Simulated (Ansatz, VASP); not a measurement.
**Li2ClF: VASP beside Ansatz**

```
F Cl Li
1.0
     1.62497    0.93818    5.23680
    -1.62497    0.93818    5.23680
     0.00000   -1.87636    5.23680
F Cl Li
1 1 2
Direct
  0.00000 0.00000 0.00000
  0.50000 0.50000 0.50000
  0.26271 0.26271 0.26271
  0.73729 0.73729 0.73729
```

Alike in both runs: task single point; functional PBE; k mesh 8 × 8 × 8; no spin polarisation.

```csv
,VASP,Ansatz
version,VASP 6.6.1,Ansatz 0.2.0
potentials or method,"VASP PAW PBE potentials, release 64 (F, Cl, Li_sv)","plane waves, PAW"
plane-wave cutoff (eV),520,420
occupations,"gaussian, width 0.01 eV",fixed
valence electrons in the cell,20,20
```

Ansatz gave:

| Item | Value |
| --- | --- |
| gap on the k mesh at the Fermi level (eV) | 4.94 |
| rms of the force components (eV/Å) | 0.026 |

Question: What did VASP give for the same quantities?

Answer: gap on the k mesh at the Fermi level (eV): 4.96; rms of the force components (eV/Å): 0.027.

Atom by atom the forces differ by 0.001 eV/Å (rms over components).

Noted on VASP's run: the cutoff is under 1.25 times that of the potentials, so the pressure is a little rough.
